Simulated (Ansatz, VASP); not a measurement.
# One calculation of TiCo, two programs

INCAR

```
SYSTEM = TiCo
PREC = Accurate
ENCUT = 520
EDIFF = 1E-7
ISMEAR = -1
SIGMA = 0.05
LREAL = .FALSE.
LASPH = .TRUE.
NELM = 150
ALGO = Normal
ISIF = 2
LWAVE = .FALSE.
LCHARG = .FALSE.
ISPIN = 2
MAGMOM = 2 1
LORBIT = 11
LMAXMIX = 4
GGA = RE
NBANDS = 22
```

The input KPOINTS:

```
Automatic mesh
0
G
  9 9 9
  0 0 0
```

Contents of POSCAR:

```
TiCo
1.0
    2.9861109900      0.0000000000      0.0000000000
    0.0000000000      2.9861109900      0.0000000000
    0.0000000000      0.0000000000      2.9861109900
Co Ti
1 1
Direct
    0.5000000000      0.5000000000      0.5000000000
    0.0000000000      0.0000000000      0.0000000000
```

The input input.yaml:

```yaml
crystal:
  lattice:
    - [2.98611099, 0.0, 0.0]
    - [0.0, 2.98611099, 0.0]
    - [0.0, 0.0, 2.98611099]
  atoms:
    - { symbol: Co, position: [0.5, 0.5, 0.5], spin: 2.0 }
    - { symbol: Ti, position: [0.0, 0.0, 0.0], spin: 1.0 }
hamiltonian:
  xc: revpbe
  pseudopotentials: { kind: paw }
magnetization:
  spin_polarized: true
kpoints:
  mp_grid: { grid: [9, 9, 9] }
  band_path:
    path:
      - [[0.0, 0.0, 0.0], [0.0, 0.5, 0.0], [0.5, 0.5, 0.0], [0.0, 0.0, 0.0], [0.5, 0.5, 0.5], [0.0, 0.5, 0.0]]
      - [[0.5, 0.5, 0.0], [0.5, 0.5, 0.5]]
    npoints: 14
scf:
  occupations: { method: fermi_dirac, width: 0.05 }
  n_extra_bands: 6
output:
  forces: true
  stress: true
  eigenvalues: true
  fatbands: false
```

Alike in both runs: functional revPBE; k mesh 9 × 9 × 9; occupations fermi-dirac, width 0.05 eV; collinear spin.

|  | VASP | Ansatz |
| --- | --- | --- |
| version | VASP 6.6.1 | Ansatz 0.2.0 |
| potentials or method | VASP PAW PBE potentials, release 64 (Co, Ti_sv) | Ansatz PAW |
| plane-wave cutoff (eV) | 520 | 420 |
| valence electrons in the cell | 21 | 29 |
| task | single point | band structure |

```tsv
	VASP	Ansatz	Ansatz less VASP
gap on the k mesh at the Fermi level (eV)	none	none	-
pressure (GPa)	2.3	2.8	+0.52
net moment per atom (μB)	0.41	0.42	+0.007
size of the moment on the site where the two differ most (μB)	0.92	0.96	+0.039
```

VASP's potentials were made for PBE, not for revPBE. Site moments also hang on the region over which each program counts them. A gap of «none» marks a metal or a gap that the smearing closes. VASP's potentials hold 21 valence electrons a cell and Ansatz's 29, so a difference there can come from the potentials and not from the codes.
